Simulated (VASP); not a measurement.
# BAsH in VASP: notebook

Runs on BAsH. Level: PBE. Tasks: single point.

Program: VASP 6.6.1. These are calculated values, not measurements. Logs are shortened: lines on timing, memory, paths and dates and some standing lists are left out, and cuts for length are marked.

## (1) The cell of the first run

The cell holds a wire or tube with vacuum around it, 12 atoms: a = 16.700 Å, b = 9.300 Å, c = 5.862 Å, α = 90.00°, β = 90.00°, γ = 90.00°.

## (2) Single point, PBE

File INCAR:

```
PREC = Accurate ; ENCUT = 520
EDIFF = 1E-6 ; ISMEAR = 0
SIGMA = 0.05 ; LREAL = F
LASPH = T ; NELM = 100
ALGO = Normal ; ISIF = 2
LWAVE = F ; LCHARG = F
GGA = PE ; NBANDS = 30
```

File KPOINTS:

```
Automatic mesh
0
Gamma
  1 1 6
```

File POSCAR:

```
BAsH
1.0
   16.7000000000      0.0000000000      0.0000000000
    0.0000000000      9.3000000000      0.0000000000
    0.0000000000      0.0000000000      5.8615407134
B As H
4 4 4
Direct
    0.5506611094      0.5000000000      0.3333333333
    0.6519833282      0.5000000000      0.8333333333
    0.3480166718      0.5000000000      0.3333333333
    0.4493388906      0.5000000000      0.8333333333
    0.6519833282      0.5000000000      0.1666666667
    0.4493388906      0.5000000000      0.1666666667
    0.5506611094      0.5000000000      0.6666666667
    0.3480166718      0.5000000000      0.6666666667
    0.7136941205      0.5000000000      0.7318241860
    0.2863058795      0.5000000000      0.2318241860
    0.7308071973      0.5000000000      0.2963254095
    0.2691928027      0.5000000000      0.7963254095
```

Potentials or basis: VASP PAW PBE potentials, release 64 (B, As, H).

Launch:

```bash
> cat potpaw_PBE.64/B/POTCAR potpaw_PBE.64/As/POTCAR potpaw_PBE.64/H/POTCAR > POTCAR
> mpirun -np 1 vasp_std > vasp.out
```

OUTCAR:

```text
PREC = Accurate
   ENCUT = 520
   EDIFF = 1E-6
   ISMEAR = 0
   LREAL = F
   LASPH = T
   NELM = 100
   ISIF = 2
   GGA = PE

 ion  position               nearest neighbor table
   1  0.551  0.500  0.333-   6 1.95   5 1.95   7 1.95
   2  0.652  0.500  0.833-   9 1.19   7 1.95   5 1.95
   3  0.348  0.500  0.333-  10 1.19   6 1.95   8 1.95
   4  0.449  0.500  0.833-   7 1.95   8 1.95   6 1.95
   5  0.652  0.500  0.167-  11 1.52   1 1.95   2 1.95
   6  0.449  0.500  0.167-   1 1.95   3 1.95   4 1.95
   7  0.551  0.500  0.667-   4 1.95   2 1.95   1 1.95
   8  0.348  0.500  0.667-  12 1.52   4 1.95   3 1.95
   9  0.714  0.500  0.732-   2 1.19
  10  0.286  0.500  0.232-   3 1.19
  11  0.731  0.500  0.296-   5 1.52
  12  0.269  0.500  0.796-   8 1.52

  LATTYP: Found a simple orthorhombic cell.
 ALAT       =     5.8615407134
 B/A-ratio  =     1.5866135637
 C/A-ratio  =     2.8490802703

  Lattice vectors:

 A1 = (   0.0000000000,   0.0000000000,  -5.8615407134)
 A2 = (   0.0000000000,   9.3000000000,   0.0000000000)
 A3 = (  16.7000000000,   0.0000000000,   0.0000000000)

Analysis of symmetry for initial positions (statically):
=====================================================================
 Subroutine PRICEL returns:
 Original cell was already a primitive cell.

 Routine SETGRP: Setting up the symmetry group for a
 simple orthorhombic supercell.

 Subroutine GETGRP returns: Found  4 space group operations
 (whereof  2 operations were pure point group operations)
 out of a pool of  8 trial point group operations.

The static configuration has the point symmetry C_1h.
 The point group associated with its full space group is C_2v.

Analysis of symmetry for dynamics (positions and initial velocities):
=====================================================================
 Subroutine PRICEL returns:
 Original cell was already a primitive cell.

 Routine SETGRP: Setting up the symmetry group for a
 simple orthorhombic supercell.

 Subroutine GETGRP returns: Found  4 space group operations
 (whereof  2 operations were pure point group operations)
 out of a pool of  8 trial point group operations.

The dynamic configuration has the point symmetry C_1h.
 The point group associated with its full space group is C_2v.

 Subroutine INISYM returns: Found  4 space group operations
 (whereof  2 operations are pure point group operations),
 and found     1 'primitive' translations

----------------------------------------------------------------------------------------

                                     Primitive cell

  volume of cell :     910.3559

  direct lattice vectors                    reciprocal lattice vectors
    16.700000000  0.000000000  0.000000000     0.059880240  0.000000000  0.000000000
     0.000000000  9.300000000  0.000000000     0.000000000  0.107526882  0.000000000
     0.000000000  0.000000000  5.861540713     0.000000000  0.000000000  0.170603609

  length of vectors
    16.700000000  9.300000000  5.861540713     0.059880240  0.107526882  0.170603609

  position of ions in fractional coordinates (direct lattice)
     0.550661109  0.500000000  0.333333333
     0.651983328  0.500000000  0.833333333
     0.348016672  0.500000000  0.333333333
     0.449338891  0.500000000  0.833333333
     0.651983328  0.500000000  0.166666667
     0.449338891  0.500000000  0.166666667
     0.550661109  0.500000000  0.666666667
     0.348016672  0.500000000  0.666666667
     0.713694121  0.500000000  0.731824186
     0.286305879  0.500000000  0.231824186
     0.730807197  0.500000000  0.296325409
     0.269192803  0.500000000  0.796325409

  ion indices of the primitive-cell ions
   primitive index   ion index
                 1           1
                 2           2
                 3           3
                 4           4
                 5           5
                 6           6
                 7           7
                 8           8
                 9           9
                10          10
                11          11
                12          12

----------------------------------------------------------------------------------------

 KPOINTS: Automatic mesh

Automatic generation of k-mesh.
 Grid dimensions read from file:
 generate k-points for:    1    1    6

 Generating k-lattice:

  Cartesian coordinates                     Fractional coordinates (reciprocal lattice)
     0.059880240  0.000000000  0.000000000     1.000000000  0.000000000  0.000000000
     0.000000000  0.107526882  0.000000000     0.000000000  1.000000000  0.000000000
     0.000000000  0.000000000  0.028433935     0.000000000  0.000000000  0.166666667

  Length of vectors
     0.059880240  0.107526882  0.028433935

  Shift w.r.t. Gamma in fractional coordinates (k-lattice)
     0.000000000  0.000000000  0.000000000

 Subroutine IBZKPT returns following result:
 ===========================================

 Found      4 irreducible k-points:

 Following reciprocal coordinates:
            Coordinates               Weight
  0.000000  0.000000  0.000000      1.000000
  0.000000  0.000000  0.166667      2.000000
  0.000000  0.000000  0.333333      2.000000
  0.000000  0.000000  0.500000      1.000000
   k-points           NKPTS =      4   k-points in BZ     NKDIM =      4   number of bands    NBANDS=     30
   number of dos      NEDOS =    301   number of ions     NIONS =     12
   total plane-waves  NPLWV = 423360
   dimension x,y,z NGX =   126 NGY =   70 NGZ =   48
   dimension x,y,z NGXF=   252 NGYF=  140 NGZF=   96
   ions per type =               4   4   4
   NGX,Y,Z   is equivalent  to a cutoff of  12.54, 12.51, 13.61 a.u.
   NGXF,Y,Z  is equivalent  to a cutoff of  25.09, 25.03, 27.23 a.u.
 SYSTEM =  unknown system
   PREC   = accura    normal or accurate (medium, high low for compatibility)
   ISTART =      0    job   : 0-new  1-cont  2-samecut
   ICHARG =      2    charge: 1-file 2-atom 10-const
   ISPIN  =      1    spin polarized calculation?
   LNONCOLLINEAR =      F non collinear calculations
   LSORBIT =      F    spin-orbit coupling
   LASPH  =      T    aspherical Exc in radial PAW
   ENCUT  =  520.0 eV  38.22 Ry    6.18 a.u.  31.05 17.29 10.90*2*pi/ulx,y,z
   NELM   =    100;   NELMIN=  2; NELMDL= -5     # of ELM steps
   EDIFF  = 0.1E-05   stopping-criterion for ELM
   LREAL  =      F    real-space projection
   EDIFFG = 0.1E-04   stopping-criterion for IOM
   NSW    =      0    number of steps for IOM
   IBRION =     -1    ionic relax: 0-MD 1-quasi-New 2-CG
   NFREE  =      0    steps in history (QN), initial steepest desc. (CG)
   ISIF   =      2    stress and relaxation
   ISYM   =      2    0-nonsym 1-usesym 2-fastsym
   POTIM  = 0.5000    time-step for ionic-motion
   TEBEG  =    0.0;   TEEND  =   0.0 temperature during run
   PSTRESS=    0.0 pullay stress
   NELECT =      36.0000    total number of electrons
   NUPDOWN=      -1.0000    fix difference up-down
   EMIN   =  10.00;   EMAX   =-10.00  energy-range for DOS
   EFERMI =   0.00;   METHOD = LEGACY
   ISMEAR =     0;   SIGMA  =   0.05  broadening in eV -4-tet -1-fermi 0-gaus
   EFERMI_NEDOS =   21; number of points for ismear=-14 and -15
   IALGO  =     38    algorithm
   IMIX   =      4    mixing-type and parameters
     AMIX     =   0.40;   BMIX     =  1.00
     AMIX_MAG =   1.60;   BMIX_MAG =  1.00
  volume/ion in A,a.u.               =      75.86       511.95
  Fermi-wavevector in a.u.,A,eV,Ry     =   0.557749  1.053992  4.232550  0.311084
  Thomas-Fermi vector in A             =   1.592477
   LORBIT       =      0    0 simple, 1 ext, 2 COOP (PROOUT), +10 PAW based schemes
   GGA     = PE    functional components
   LHFCALC =     F    Hartree Fock is set to
   AEXX    =    0.0000 exact exchange contribution
   IVDW    =     0    specifies the selected vdW correction
   LEPSILON=     F    determine dielectric tensor
   LRPA    =     F    only Hartree local field effects (RPA)
 non-spin polarized calculation
 Gauss-broadening in eV      SIGMA  =   0.05
  energy-cutoff  :      520.00
  volume of cell :      910.36
 maximum number of plane-waves:     24534
 NGX is ok and might be reduce to   126
   NGX = 63   NGY = 35   NGZ = 21

 number of electron      35.9999997 magnetization

 Free energy of the ion-electron system (eV)
  ---------------------------------------------------
  ext. energy  EPLUGINS =         0.00000000
  ---------------------------------------------------
  free energy    TOTEN  =       -55.25757078 eV

  energy without entropy =      -55.25757078  energy(sigma->0) =      -55.25757078

 E-fermi :  -3.4431     XC(G=0):  -2.5047

 val. band max:       -3.7021453507   @ k =   0.0000   0.0000   0.0000
 cond. band min:      -2.0613380952   @ k =   0.0000   0.0000   0.0000
 fundamental gap:      1.6408072555
 Fermi energy:        -3.4431475492

 k-point     1 :       0.0000    0.0000    0.0000
  band No.  band energies     occupation
      1     -16.6398      2.00000
      2     -15.6120      2.00000
      3     -14.5411      2.00000
      4     -14.4143      2.00000
      5     -11.2831      2.00000
      6     -11.0902      2.00000
[... 22 lines left out ...]
     29       1.7181      0.00000
     30       2.0637      0.00000

 k-point     2 :       0.0000    0.0000    0.1667
  band No.  band energies     occupation
      1     -16.5484      2.00000
      2     -15.5520      2.00000
      3     -14.6876      2.00000
      4     -14.6083      2.00000
      5     -11.1886      2.00000
      6     -10.9383      2.00000
[... 22 lines left out ...]
     29       1.6403      0.00000
     30       2.0639      0.00000

 k-point     3 :       0.0000    0.0000    0.3333
  band No.  band energies     occupation
      1     -16.2793      2.00000
      2     -15.4446      2.00000
      3     -15.1771      2.00000
      4     -14.8005      2.00000
      5     -11.2525      2.00000
      6     -10.7267      2.00000
[... 22 lines left out ...]
     29       1.5136      0.00000
     30       1.9196      0.00000

 k-point     4 :       0.0000    0.0000    0.5000
  band No.  band energies     occupation
      1     -15.8537      2.00000
      2     -15.8537      2.00000
      3     -15.0624      2.00000
      4     -15.0624      2.00000
      5     -11.0859      2.00000
      6     -11.0859      2.00000
[... 22 lines left out ...]
     29       1.7470      0.00000
     30       1.7470      0.00000

------------------------ aborting loop because EDIFF is reached ----------------------------------------

  FORCE on cell =-STRESS in cart. coord.  units (eV):
  Direction    XX          YY          ZZ          XY          YZ          ZX
  --------------------------------------------------------------------------------------
  -------------------------------------------------------------------------------------
  Total       -1.7600977     -0.0016206     -1.0946012      0.0000000      0.0000000      0.0000000
  in kB       -3.0976772     -0.0028522     -1.9264391      0.0000000      0.0000000      0.0000000
  external PRESSURE =      -1.6756562 kB  Pullay stress =       0.0000000 kB

 VOLUME and BASIS-vectors are now :
 -----------------------------------------------------------------------------
  energy-cutoff  :      520.00
  volume of cell :      910.36
      direct lattice vectors                 reciprocal lattice vectors
    16.700000000  0.000000000  0.000000000     0.059880240  0.000000000  0.000000000
     0.000000000  9.300000000  0.000000000     0.000000000  0.107526882  0.000000000
     0.000000000  0.000000000  5.861540713     0.000000000  0.000000000  0.170603609

 POSITION                                       TOTAL-FORCE (eV/Angst)
 -----------------------------------------------------------------------------------
      9.19604      4.65000      1.95385         0.278020      0.000000      0.037698
     10.88812      4.65000      4.88462         0.180006      0.000000      0.624090
      5.81188      4.65000      1.95385        -0.180006      0.000000      0.624090
      7.50396      4.65000      4.88462        -0.278020      0.000000      0.037698
     10.88812      4.65000      0.97692        -0.287172      0.000000     -0.796552
      7.50396      4.65000      0.97692         0.119584      0.000000      0.321786
      9.19604      4.65000      3.90769        -0.119584      0.000000      0.321786
      5.81188      4.65000      3.90769         0.287172      0.000000     -0.796552
     11.91869      4.65000      4.28962         0.084269      0.000000     -0.056160
      4.78131      4.65000      1.35885        -0.084269      0.000000     -0.056160
     12.20448      4.65000      1.73692        -0.260315      0.000000     -0.130862
      4.49552      4.65000      4.66769         0.260315      0.000000     -0.130862
 -----------------------------------------------------------------------------------
    total drift:                                0.000000      0.000000     -0.000396

  FREE ENERGIE OF THE ION-ELECTRON SYSTEM (eV)
  ---------------------------------------------------
  free  energy   TOTEN  =       -55.2575707756 eV

  energy  without entropy=      -55.2575707756  energy(sigma->0) =      -55.25757078
```

It took 4.1 min on 1 thread of Intel Xeon Platinum 8375C at 2.90GHz (Ice Lake), shared host; peak memory 0.81 GiB.

Results:

* Free energy: -55.2576 eV
* Largest force: 0.847 eV/Å
* Band gap on the k mesh: 1.64 eV

Forces on the atoms (eV/Å):
```
B    0.278  0.000  0.038
B    0.180  0.000  0.624
B   -0.180  0.000  0.624
B   -0.278  0.000  0.038
As  -0.287  0.000 -0.797
As   0.120  0.000  0.322
As  -0.120  0.000  0.322
As   0.287  0.000 -0.797
H    0.084  0.000 -0.056
H   -0.084  0.000 -0.056
H   -0.260  0.000 -0.131
H    0.260  0.000 -0.131
```

## (3) Single point, PBE

This run uses another cell than the first one.

File INCAR:

```
SYSTEM = BAsH
ALGO = Normal
EDIFF = 1E-6
ENCUT = 520
GGA = PE
ISIF = 2
ISMEAR = 0
LASPH = .TRUE.
LCHARG = .FALSE.
LREAL = .FALSE.
LWAVE = .FALSE.
NBANDS = 30
NELM = 80
PREC = Accurate
SIGMA = 0.05
```

File KPOINTS:

```
k-points
0
G
  1 1 6
  0 0 0
```

File POSCAR:

```
BAsH
1.0
   16.7000000000      0.0000000000      0.0000000000
    0.0000000000      9.3000000000      0.0000000000
    0.0000000000      0.0000000000      5.8918738884
B As H
4 4 4
Direct
    0.5499199226      0.5000000000      0.3377223606
    0.6526425186      0.5000000000      0.8351857310
    0.3473574814      0.5000000000      0.3351857310
    0.4500800774      0.5000000000      0.8377223606
    0.6476113710      0.5000000000      0.1586382025
    0.4488961774      0.5000000000      0.1711085201
    0.5511038226      0.5000000000      0.6711085201
    0.3523886290      0.5000000000      0.6586382025
    0.7153517782      0.5000000000      0.7381918277
    0.2846482218      0.5000000000      0.2381918277
    0.7252332017      0.5000000000      0.2873029536
    0.2747667983      0.5000000000      0.7873029536
```

Potentials or basis: VASP PAW PBE potentials, release 64 (B, As, H).

Launch:

```bash
> cat potpaw_PBE.64/B/POTCAR potpaw_PBE.64/As/POTCAR potpaw_PBE.64/H/POTCAR > POTCAR
> mpirun -np 1 vasp_std > vasp.out
```

OUTCAR:

```text
SYSTEM = BAsH
   EDIFF = 1E-6
   ENCUT = 520
   GGA = PE
   ISIF = 2
   ISMEAR = 0
   LASPH = .TRUE.
   LREAL = .FALSE.
   NELM = 80
   PREC = Accurate

 ion  position               nearest neighbor table
   1  0.550  0.500  0.338-   5 1.94   6 1.95   7 1.96
   2  0.653  0.500  0.835-   9 1.19   5 1.91   7 1.95
   3  0.347  0.500  0.335-  10 1.19   8 1.91   6 1.95
   4  0.450  0.500  0.838-   8 1.94   7 1.95   6 1.96
   5  0.648  0.500  0.159-  11 1.50   2 1.91   1 1.94
   6  0.449  0.500  0.171-   3 1.95   1 1.95   4 1.96
   7  0.551  0.500  0.671-   2 1.95   4 1.95   1 1.96
[... 343 lines left out ...]
 -----------------------------------------------------------------------------
  energy-cutoff  :      520.00
  volume of cell :      915.07
      direct lattice vectors                 reciprocal lattice vectors
    16.700000000  0.000000000  0.000000000     0.059880240  0.000000000  0.000000000
     0.000000000  9.300000000  0.000000000     0.000000000  0.107526882  0.000000000
     0.000000000  0.000000000  5.891873888     0.000000000  0.000000000  0.169725289

 POSITION                                       TOTAL-FORCE (eV/Angst)
 -----------------------------------------------------------------------------------
      9.18366      4.65000      1.98982        -0.008613      0.000000      0.008708
     10.89913      4.65000      4.92081         0.065605      0.000000     -0.047092
      5.80087      4.65000      1.97487        -0.065605      0.000000     -0.047092
      7.51634      4.65000      4.93575         0.008613      0.000000      0.008708
     10.81511      4.65000      0.93468        -0.029859      0.000000     -0.010927
      7.49657      4.65000      1.00815        -0.003746      0.000000     -0.001274
      9.20343      4.65000      3.95409         0.003746      0.000000     -0.001274
      5.88489      4.65000      3.88061         0.029859      0.000000     -0.010927
     11.94637      4.65000      4.34933         0.003809      0.000000     -0.001657
      4.75363      4.65000      1.40340        -0.003809      0.000000     -0.001657
     12.11139      4.65000      1.69275         0.082614      0.000000      0.052243
      4.58861      4.65000      4.63869        -0.082614      0.000000      0.052243
 -----------------------------------------------------------------------------------
    total drift:                               -0.000000     -0.000000      0.000048

  FREE ENERGIE OF THE ION-ELECTRON SYSTEM (eV)
  ---------------------------------------------------
  free  energy   TOTEN  =       -55.3548134947 eV

  energy  without entropy=      -55.3548134947  energy(sigma->0) =      -55.35481349
```

OSZICAR:

```text
N       E                     dE             d eps       ncg     rms          rms(c)
DAV:   1     0.232275104792E+03    0.23228E+03   -0.98922E+03   240   0.781E+02
DAV:   2    -0.154968305774E+02   -0.24777E+03   -0.23802E+03   376   0.150E+02
DAV:   3    -0.583858080414E+02   -0.42889E+02   -0.42697E+02   304   0.708E+01
[... 14 lines left out ...]
DAV:  18    -0.553547700986E+02   -0.11633E-03   -0.60180E-06   284   0.914E-03    0.168E-03
DAV:  19    -0.553548030804E+02   -0.32982E-04   -0.17439E-06   262   0.464E-03    0.899E-04
DAV:  20    -0.553548114662E+02   -0.83858E-05   -0.45696E-07   224   0.251E-03    0.315E-04
DAV:  21    -0.553548133345E+02   -0.18683E-05   -0.32496E-07   204   0.164E-03    0.249E-04
DAV:  22    -0.553548134947E+02   -0.16025E-06   -0.49207E-08   244   0.924E-04
   1 F= -.55354813E+02 E0= -.55354813E+02  d E =-.135368E-15
```

Wall time 4.1 min (1 thread of Intel Xeon Platinum 8375C at 2.90GHz (Ice Lake), shared host); peak memory 0.81 GiB.

What came out:

```yaml
Free_energy: -55.3548 eV
Largest_force: 0.098 eV/Å
Band_gap_on_the_k_mesh: 1.62 eV
```

Forces in eV/Å, atoms in the order of the input:
```
B   -0.009  0.000  0.009
B    0.066  0.000 -0.047
B   -0.066  0.000 -0.047
B    0.009  0.000  0.009
As  -0.030  0.000 -0.011
As  -0.004  0.000 -0.001
As   0.004  0.000 -0.001
As   0.030  0.000 -0.011
H    0.004  0.000 -0.002
H   -0.004  0.000 -0.002
H    0.083  0.000  0.052
H   -0.083  0.000  0.052
```
